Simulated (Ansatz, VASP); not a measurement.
**One calculation of AlFe3, two programs**

POSCAR

```
AlFe3
1.0
    0.0000000000      2.8015848654      2.8015848654
    2.8015848654      0.0000000000      2.8015848654
    2.8015848654      2.8015848654      0.0000000000
Al Fe
1 3
Direct
    0.0000000000      0.0000000000      0.0000000000
    0.5000000000      0.5000000000      0.5000000000
    0.2500000000      0.2500000000      0.2500000000
    0.7500000000      0.7500000000      0.7500000000
```

INCAR.step1

```
SYSTEM = AlFe3
PREC     = Accurate       ! precision mode
ENCUT    = 520            ! plane-wave cutoff, eV
ISMEAR   = 0              ! smearing method
SIGMA    = 0.1            ! smearing width, eV
LREAL    = .FALSE.        ! projectors in reciprocal space
LASPH    = .TRUE.         ! aspherical terms in the spheres
NELM     = 150            ! most SCF steps
ISPIN    = 2              ! spin polarisation
MAGMOM   = -0.13 2.9 2.89 2.89 ! initial moments
LMAXMIX  = 4              ! l up to which the mixer works
NBANDS   = 26             ! bands
GGA      = PE             ! functional
ALGO     = Normal         ! electronic algorithm
EDIFF    = 1E-4           ! SCF threshold, eV
LWAVE    = .TRUE.         ! write WAVECAR
LCHARG   = .FALSE.        ! write CHGCAR
```

File INCAR.step2:

```
SYSTEM = AlFe3
PREC     = Accurate       ! precision mode
ENCUT    = 520            ! plane-wave cutoff, eV
EDIFF    = 1E-6           ! SCF threshold, eV
ISMEAR   = 0              ! smearing method
SIGMA    = 0.1            ! smearing width, eV
LREAL    = .FALSE.        ! projectors in reciprocal space
LASPH    = .TRUE.         ! aspherical terms in the spheres
NELM     = 150            ! most SCF steps
ALGO     = Normal         ! electronic algorithm
ISIF     = 2              ! what is computed and relaxed
LWAVE    = .FALSE.        ! write WAVECAR
LCHARG   = .TRUE.         ! write CHGCAR
ISPIN    = 2              ! spin polarisation
MAGMOM   = -0.13 2.9 2.89 2.89 ! initial moments
LORBIT   = 11             ! projections on sites
LMAXMIX  = 4              ! l up to which the mixer works
METAGGA  = R2SCAN         ! meta-GGA
LMIXTAU  = .TRUE.       
LELF     = .TRUE.         ! ELF
LVHAR    = .TRUE.       
NBANDS   = 26             ! bands
ISTART   = 1
```

File KPOINTS:

```
regular mesh
0
G
  12 12 12
  0 0 0
```

Input for Ansatz:

```yaml
crystal:
  lattice:
    - [0.0, 2.8015848654, 2.8015848654]
    - [2.8015848654, 0.0, 2.8015848654]
    - [2.8015848654, 2.8015848654, 0.0]
  atoms:
    - { symbol: Al, position: [0.0, 0.0, 0.0], spin: -0.13 }
    - { symbol: Fe, position: [0.5, 0.5, 0.5], spin: 2.9 }
    - { symbol: Fe, position: [0.25, 0.25, 0.25], spin: 2.89 }
    - { symbol: Fe, position: [0.75, 0.75, 0.75], spin: 2.89 }
basis:
  ecutwfc: 500
kpoints:
  mp_grid: { grid: [12, 12, 12] }
hamiltonian:
  xc: r2scan
scf:
  occupations: { method: gaussian, width: 0.1 }
output:
  forces: true
  stress: true
  eigenvalues: true
  populations: true
magnetization:
  spin_polarized: true
```

Alike in both runs: task single point; functional r2SCAN; k mesh 12 × 12 × 12; occupations gaussian, width 0.1 eV; collinear spin.

```csv
,VASP,Ansatz
version,VASP 6.6.1,Ansatz 0.2.0
potentials or method,"VASP PAW PBE potentials, release 64 (Al, Fe), cutoff 520 eV","scalar-relativistic, plane waves, PAW"
valence electrons in the cell,27,51
```

```tsv
	VASP	Ansatz	Ansatz less VASP
gap on the k mesh at the Fermi level (eV)	none	none	-
pressure (GPa)	17.0	17.3	+0.30
net moment per atom (μB)	1.70	1.70	+0.002
size of the moment on the site where the two differ most (μB)	2.46	2.51	+0.059
```

VASP's potentials were made for PBE, not for r2SCAN. Site moments also hang on the region over which each program counts them. A gap of «none» marks a metal or a gap that the smearing closes. With one functional, cell and mesh, what is left measures potentials, basis and numerics. VASP's potentials hold 27 valence electrons a cell and Ansatz's 51, so a difference there can come from the potentials and not from the codes. Ansatz's warnings: stability check not made.
